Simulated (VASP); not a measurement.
# HW8S16 (a cell with a defect) in VASP: single point with PBE+D3(BJ)

Aim: the single point of HW8S16 (a cell with a defect) with PBE+D3(BJ).

Program: VASP 6.6.1. These are calculated values, not measurements. Logs are shortened: lines on timing, memory, paths and dates and some standing lists are left out, and cuts for length are marked.

**1. The cell of the first run**

The cell holds a defect, 25 atoms: a = 6.308 Å, b = 6.308 Å, c = 12.145 Å, α = 90.00°, β = 90.00°, γ = 120.00°.

**2. Single point, PBE+D3(BJ)**

INCAR

```
SYSTEM = HW8S16
PREC     = Accurate       ! precision mode
ENCUT    = 520            ! plane-wave cutoff, eV
EDIFF    = 1E-6           ! SCF threshold, eV
ISMEAR   = 0              ! smearing method
SIGMA    = 0.01           ! smearing width, eV
LREAL    = Auto         
LASPH    = .TRUE.         ! aspherical terms in the spheres
NELM     = 80             ! most SCF steps
ALGO     = Normal         ! electronic algorithm
ISIF     = 2              ! what is computed and relaxed
LWAVE    = .FALSE.        ! write WAVECAR
LCHARG   = .FALSE.        ! write CHGCAR
GGA      = PE             ! functional
IVDW     = 12             ! dispersion correction
NBANDS   = 122            ! bands
NELECT   = 210.0
```

KPOINTS

```
Automatic mesh
0
Gamma
  3 3 2
  0 0 0.5
```

POSCAR

```
HW8S16
1.0
    3.1541397672     -5.4631303310      0.0000000000
   -6.3082795344      0.0000000000      0.0000000000
    0.0000000000      0.0000000000    -12.1450302921
W S H
8 16 1
Direct
    0.1666223811      0.3315014011      0.2473843529
    0.6680441945      0.3319321603      0.2462935916
    0.1671742714      0.8328233999      0.2474687464
    0.6684837889      0.8333548692      0.2473874742
    0.3265862839      0.1649852563      0.7476745133
    0.8322841612      0.1676987228      0.7502268633
    0.3314799201      0.6685267658      0.7559884438
    0.8350044518      0.6734025256      0.7476741449
    0.1648234889      0.3312676156      0.8805770153
    0.6647153671      0.3352764696      0.8785077122
    0.1635144711      0.8364740760      0.8799242965
    0.6687202479      0.8351703520      0.8805854318
    0.3350991450      0.1664207198      0.3771131886
    0.8343863091      0.1655947607      0.3780841063
    0.3341933351      0.6657949038      0.3770703897
    0.8335866060      0.6648859557      0.3771134857
    0.1649447484      0.3428031921      0.6211205202
    0.6652236732      0.3347441833      0.6202752978
    0.1496960260      0.8502775159      0.6078574402
    0.6571726178      0.8350116853      0.6211098423
    0.3341809428      0.1654953208      0.1173241113
    0.8343479534      0.1656410937      0.1167520124
    0.3340423205      0.6659448498      0.1172925167
    0.8344918684      0.6658054860      0.1173268362
    0.0433637950     -0.0433615513      0.5286365641
```

Potentials or basis: VASP PAW PBE potentials, release 64 (W_sv, S, H).

The run is started by

```console
$ cat potpaw_PBE.64/W_sv/POTCAR potpaw_PBE.64/S/POTCAR potpaw_PBE.64/H/POTCAR > POTCAR
$ mpirun -np 1 vasp_std > vasp.out
```

OUTCAR:

```text
SYSTEM = HW8S16
   PREC = Accurate
   ENCUT = 520
   EDIFF = 1E-6
   ISMEAR = 0
   LREAL = Auto
   LASPH = .TRUE.
   NELM = 80
   ISIF = 2
   GGA = PE
   IVDW = 12
   NELECT = 210.0
 IVDW          = 12

 ion  position               nearest neighbor table
   1  0.167  0.332  0.247-  13 2.41  22 2.41  14 2.41  21 2.41  15 2.41  23 2.42   4 3.14   2 3.15
                             3 3.15   3 3.16   2 3.16   4 3.17
   2  0.668  0.332  0.246-  22 2.40  21 2.40  24 2.40  13 2.42  16 2.42  14 2.42   1 3.15   4 3.15
                             3 3.15   3 3.15   4 3.16   1 3.16
   3  0.167  0.833  0.247-  16 2.41  13 2.41  21 2.41  24 2.41  15 2.41  23 2.41   1 3.15   4 3.15
                             2 3.15   2 3.15   4 3.16   1 3.16
   4  0.668  0.833  0.247-  16 2.41  22 2.41  14 2.41  24 2.41  15 2.41  23 2.42   1 3.14   2 3.15
                             3 3.15   3 3.16   2 3.16   1 3.17
   5  0.327  0.165  0.748-  11 2.41  17 2.41  18 2.41   9 2.41  19 2.42  10 2.44   8 3.10   6 3.13
                             7 3.15   7 3.16   6 3.18   8 3.21
   6  0.832  0.168  0.750-  17 2.40  20 2.40  10 2.40   9 2.41  12 2.41  18 2.41   8 3.13   5 3.13
                             7 3.15   7 3.16   5 3.18   8 3.18
   7  0.331  0.669  0.756-  11 2.37  12 2.38   9 2.38  20 2.42  17 2.42  19 2.68   5 3.15   8 3.15
                             6 3.15   6 3.16   8 3.16   5 3.16
   8  0.835  0.673  0.748-  11 2.41  20 2.41  18 2.41  12 2.41  19 2.42  10 2.44   5 3.10   6 3.13
                             7 3.15   7 3.16   6 3.18   5 3.21
   9  0.165  0.331  0.881-   7 2.38   6 2.41   5 2.41
  10  0.665  0.335  0.879-   6 2.40   8 2.44   5 2.44
  11  0.164  0.836  0.880-   7 2.37   8 2.41   5 2.41
  12  0.669  0.835  0.881-   7 2.38   6 2.41   8 2.41
  13  0.335  0.166  0.377-   3 2.41   1 2.41   2 2.42
  14  0.834  0.166  0.378-   4 2.41   1 2.41   2 2.42
  15  0.334  0.666  0.377-   3 2.41   4 2.41   1 2.41
  16  0.834  0.665  0.377-   3 2.41   4 2.41   2 2.42
  17  0.165  0.343  0.621-   6 2.40   5 2.41   7 2.42
  18  0.665  0.335  0.620-   5 2.41   8 2.41   6 2.41
  19  0.150  0.850  0.608-  25 1.51   8 2.42   5 2.42   7 2.68
  20  0.657  0.835  0.621-   6 2.40   8 2.41   7 2.42
  21  0.334  0.165  0.117-   2 2.40   3 2.41   1 2.41
  22  0.834  0.166  0.117-   2 2.40   1 2.41   4 2.41
  23  0.334  0.666  0.117-   3 2.41   1 2.42   4 2.42
  24  0.834  0.666  0.117-   2 2.40   3 2.41   4 2.41
  25  0.043  0.957  0.529-  19 1.51

  LATTYP: Found a hexagonal cell.
 ALAT       =     6.3082795344
 C/A-ratio  =     1.9252523966

  Lattice vectors:

 A1 = (   3.1541397672,  -5.4631303310,   0.0000000000)
 A2 = (  -6.3082795344,   0.0000000000,   0.0000000000)
 A3 = (   0.0000000000,   0.0000000000, -12.1450302921)

Analysis of symmetry for initial positions (statically):
=====================================================================
 Subroutine PRICEL returns:
 Original cell was already a primitive cell.

 Routine SETGRP: Setting up the symmetry group for a
 hexagonal supercell.

[... 162 lines left out ...]
   EFERMI =   0.00;   METHOD = LEGACY
   ISMEAR =     0;   SIGMA  =   0.01  broadening in eV -4-tet -1-fermi 0-gaus
   EFERMI_NEDOS =   21; number of points for ismear=-14 and -15
   IALGO  =     38    algorithm
   IMIX   =      4    mixing-type and parameters
     AMIX     =   0.40;   BMIX     =  1.00
     AMIX_MAG =   1.60;   BMIX_MAG =  1.00
  volume/ion in A,a.u.               =      16.74       112.98
  Fermi-wavevector in a.u.,A,eV,Ry     =   1.300861  2.458271 23.024314  1.692239
  Thomas-Fermi vector in A             =   2.432032
   LORBIT       =      0    0 simple, 1 ext, 2 COOP (PROOUT), +10 PAW based schemes
   GGA     = PE    functional components
   LHFCALC =     F    Hartree Fock is set to
   AEXX    =    0.0000 exact exchange contribution
   IVDW    =    12    specifies the selected vdW correction
   LEPSILON=     F    determine dielectric tensor
   LRPA    =     F    only Hartree local field effects (RPA)
 non-spin polarized calculation
 Gauss-broadening in eV      SIGMA  =   0.01
  energy-cutoff  :      520.00
  volume of cell :      418.55
 maximum number of plane-waves:     11289
   NGX = 23   NGY = 23   NGZ = 45

 number of electron     209.9999985 magnetization

 Free energy of the ion-electron system (eV)
  ---------------------------------------------------
  ext. energy  EPLUGINS =         0.00000000
  ---------------------------------------------------
  free energy    TOTEN  =      -181.74198240 eV

  energy without entropy =     -181.74072863  energy(sigma->0) =     -181.74135551

 E-fermi :   8.7273     XC(G=0): -11.1666

 val. band max:        8.7272763924   @ k =   0.3333   0.3333   0.2500
 cond. band min:       8.7272918743   @ k =  -0.3333  -0.3333   0.2500
 fundamental gap:      0.0000154819
 Fermi energy:         8.7272841131

 k-point     1 :       0.0000    0.0000    0.2500
  band No.  band energies     occupation
      1     -67.0153      2.00000
      2     -66.9870      2.00000
      3     -66.9786      2.00000
      4     -66.9323      2.00000
      5     -66.6375      2.00000
      6     -66.5743      2.00000
[... 1069 lines left out ...]
    116       9.8011      0.00000
    117       9.9463      0.00000
 [bands above 117 left out]

------------------------ aborting loop because EDIFF is reached ----------------------------------------

 Edisp (eV)  -10.60455

 E8    (eV) :    -4.4365

  FORCE on cell =-STRESS in cart. coord.  units (eV):
  Direction    XX          YY          ZZ          XY          YZ          ZX
  --------------------------------------------------------------------------------------
  -------------------------------------------------------------------------------------
  Total      11.53727    11.36981    13.60199    -0.14998    -0.14380     0.23975
  in kB      44.16339    43.52240    52.06694    -0.57409    -0.55045     0.91774
  external pressure =       46.58 kB  Pullay stress =        0.00 kB

 VOLUME and BASIS-vectors are now :
 -----------------------------------------------------------------------------
  energy-cutoff  :      520.00
  volume of cell :      418.55
      direct lattice vectors                 reciprocal lattice vectors
     3.154139767 -5.463130331  0.000000000     0.000000000 -0.183045240  0.000000000
    -6.308279534  0.000000000  0.000000000    -0.158521827 -0.091522620  0.000000000
     0.000000000  0.000000000-12.145030292     0.000000000  0.000000000 -0.082338206

 POSITION                                       TOTAL-FORCE (eV/Angst)
 -----------------------------------------------------------------------------------
     -1.56565     -0.91028     -3.00449        -0.003574      0.005526     -0.006933
      0.01318     -3.64961     -2.99124        -0.001470     -0.000147      0.009944
     -4.72639     -0.91329     -3.00552        -0.000047      0.000333     -0.008984
     -3.14854     -3.65201     -3.00453        -0.007288     -0.000246     -0.006274
     -0.01067     -1.78418     -9.08053         0.002310     -0.010299      0.003437
      1.56725     -4.54688     -9.11153        -0.004702      0.004099     -0.002199
[... 17 lines left out ...]
     -1.56798     -4.55894     -1.42494         0.003616     -0.000512     -0.001973
     -5.89797     -0.23690     -6.42031         0.010898     -0.006127     -0.028246
 -----------------------------------------------------------------------------------
    total drift:                                0.002688     -0.001779      0.001135

  FREE ENERGIE OF THE ION-ELECTRON SYSTEM (eV)
  ---------------------------------------------------
  free  energy   TOTEN  =      -192.3465365262 eV

  energy  without entropy=     -192.3452827547  energy(sigma->0) =     -192.34590964
```

OSZICAR:

```text
N       E                     dE             d eps       ncg     rms          rms(c)
DAV:   1     0.240924562268E+04    0.24092E+04   -0.11264E+05  2340   0.174E+03
DAV:   2     0.275385339591E+02   -0.23817E+04   -0.23161E+04  2500   0.486E+02
DAV:   3    -0.183469503809E+03   -0.21101E+03   -0.20610E+03  2680   0.133E+02
DAV:   4    -0.191821029332E+03   -0.83515E+01   -0.82764E+01  2568   0.257E+01
DAV:   5    -0.192142384827E+03   -0.32136E+00   -0.32012E+00  2832   0.482E+00    0.765E+01
DAV:   6    -0.183142920649E+03    0.89995E+01   -0.52949E+01  2652   0.221E+01    0.355E+01
DAV:   7    -0.182412981715E+03    0.72994E+00   -0.19183E+01  2476   0.108E+01    0.130E+01
DAV:   8    -0.181789162154E+03    0.62382E+00   -0.35490E+00  2686   0.669E+00    0.455E+00
DAV:   9    -0.181754309292E+03    0.34853E-01   -0.79579E-01  2742   0.235E+00    0.239E+00
DAV:  10    -0.181746162663E+03    0.81466E-02   -0.79173E-02  2710   0.909E-01    0.149E+00
DAV:  11    -0.181742142585E+03    0.40201E-02   -0.41487E-02  2824   0.669E-01    0.625E-01
DAV:  12    -0.181741952884E+03    0.18970E-03   -0.82672E-03  2782   0.365E-01    0.172E-01
DAV:  13    -0.181741923084E+03    0.29800E-04   -0.11011E-03  2608   0.151E-01    0.103E-01
DAV:  14    -0.181741945204E+03   -0.22121E-04   -0.14524E-04  2854   0.497E-02    0.697E-02
DAV:  15    -0.181741976599E+03   -0.31395E-04   -0.77494E-05  2640   0.306E-02    0.313E-02
DAV:  16    -0.181741980871E+03   -0.42727E-05   -0.13590E-05  2774   0.164E-02    0.130E-02
DAV:  17    -0.181741981920E+03   -0.10480E-05   -0.25180E-06  1664   0.756E-03    0.738E-03
DAV:  18    -0.181741982398E+03   -0.47864E-06   -0.13672E-06  1544   0.543E-03
   1 F= -.19234654E+03 E0= -.19234591E+03  d E =-.125377E-02
```

Run time: 6.7 min. Hardware: 1 thread of Intel Xeon 6975P-C (Granite Rapids), shared host; peak memory 0.63 GiB.

What came out:

```
Free energy                : -192.3465 eV
Largest force              : 0.041 eV/Å
Dispersion energy per atom : -0.424 eV
```

Forces on the atoms (eV/Å):
```
W   -0.004  0.006 -0.007
W   -0.001  0.000  0.010
W    0.000  0.000 -0.009
W   -0.007  0.000 -0.006
W    0.002 -0.010  0.003
W   -0.005  0.004 -0.002
W    0.029 -0.016 -0.011
W    0.010  0.004  0.003
S   -0.005  0.001 -0.006
S   -0.002  0.001 -0.003
S   -0.004  0.002 -0.001
S   -0.003  0.003 -0.005
S   -0.001  0.005 -0.001
S    0.001 -0.001  0.001
S    0.003 -0.001 -0.002
S   -0.005 -0.001  0.000
S   -0.004  0.001  0.012
S   -0.004  0.002  0.009
S   -0.020  0.011  0.034
S   -0.005  0.002  0.010
S    0.002 -0.003 -0.002
S    0.002 -0.001  0.002
S    0.003 -0.002  0.002
S    0.004 -0.001 -0.002
H    0.011 -0.006 -0.028
```

Levels at points of the mesh, in eV from the Fermi level:
| k point | band 103 | band 104 | band 105 | band 106 | band 107 | band 108 |
| --- | --- | --- | --- | --- | --- | --- |
| (0.00, 0.00, 0.25) | -1.75 | -1.06 | 0.12 | 1.12 | 1.13 | 1.20 |

Caveat: the k points lie up to 0.38 Å⁻¹ apart; the cell carries a net charge on a neutralising background, which shifts energy and pressure; the cell is charged against a uniform background, so pressure and absolute levels hang on convention; spin-orbit coupling is left out, which moves the levels of the heavy elements.
